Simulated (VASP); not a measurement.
**TiB2: single point with PBE**

The system is TiB2.

```xyz
3
Lattice="3.0292 0.0000 0.0000 -1.5146 2.6234 0.0000 0.0000 0.0000 3.2284" Properties=species:S:1:pos:R:3 pbc="T T T"
Ti    0.0000    0.0000    0.0000
B     1.5146    0.8745    1.6142
B     0.0000    1.7489    1.6142
```

| Quantity | Value |
| --- | --- |
| Program | VASP 6.6.1 |
| Task | single point |
| Functional | PBE |
| Potentials or basis | VASP PAW PBE potentials, release 64 (Ti_sv, B) |
| Cutoff | 500 eV |
| k mesh | 8 × 8 × 7 |
| Occupations | fermi-dirac, width 0.1 eV |
| Spin | no spin polarisation |
| Dipole correction | no |
| Further INCAR settings | ALGO = Normal; EDIFF = 1e-06; NBANDS = 16 |

```
Pressure               : 0.4 GPa
Band gap on the k mesh : zero (bands 9 and 10 overlap by 0.52 eV)
```

Stress tensor (GPa, compression positive):
```
 1.00  0.00  0.00
 0.00  1.00  0.00
 0.00  0.00 -0.66
```

Levels at points of the mesh, in eV from the Fermi level:
| k point | band 7 | band 8 | band 9 | band 10 | band 11 | band 12 |
| --- | --- | --- | --- | --- | --- | --- |
| (0.00, 0.00, 0.00) | -2.63 | -2.36 | -2.15 | 1.86 | 1.86 | 3.62 |
| (0.50, 0.00, 0.00) | -3.30 | -3.26 | -2.30 | 1.30 | 2.71 | 3.18 |

Run time: 24 s on 1 thread of Intel Xeon 8259CL (shared host), peak memory 0.15 GiB.
